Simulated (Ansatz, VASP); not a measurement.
Si4Ge in VASP and in Ansatz

```
Si Ge
1.0
     5.33805   -0.02854    0.01011
     0.58713    5.37609    0.01716
     1.88771    1.46426    5.65640
Si Ge
8 2
Direct
  0.70043 0.02754 0.27709
  0.72564 0.03746 0.81879
  0.29957 0.97246 0.72291
  0.27436 0.96254 0.18121
  0.98230 0.72239 0.58515
  0.97002 0.68856 0.09258
  0.01770 0.27761 0.41485
  0.02998 0.31144 0.90742
  0.51305 0.50472 0.70712
  0.48695 0.49528 0.29288
```

Change from the starting cell: the structure that the rattled cell fell into.

Alike in both runs: functional PBE; k mesh 4 × 4 × 4; occupations gaussian, width 0.1 eV; no spin polarisation.

Ansatz relaxed the structure, and its values are those at the end. VASP's run is a single point on that final structure, the one shown.

|  | VASP | Ansatz |
| --- | --- | --- |
| version | VASP 6.6.1 | Ansatz 0.2.0 |
| potentials or method | VASP PAW PBE potentials, release 64 (Si, Ge_d), cutoff 520 eV | scalar-relativistic, plane waves, PAW |
| valence electrons in the cell | 60 | 60 |

Ansatz gave:

* gap on the k mesh at the Fermi level (eV): none
* pressure (GPa): 0.0
* rms of the force components (eV/Å): 0.012

**Question.** What did VASP give for the same quantities?

**Answer.** gap on the k mesh at the Fermi level (eV): none; pressure (GPa): 0.0; rms of the force components (eV/Å): 0.013.

A gap of «none» marks a metal or a gap that the smearing closes. The functional is the same, so the differences come from potentials, cutoffs and numerics.
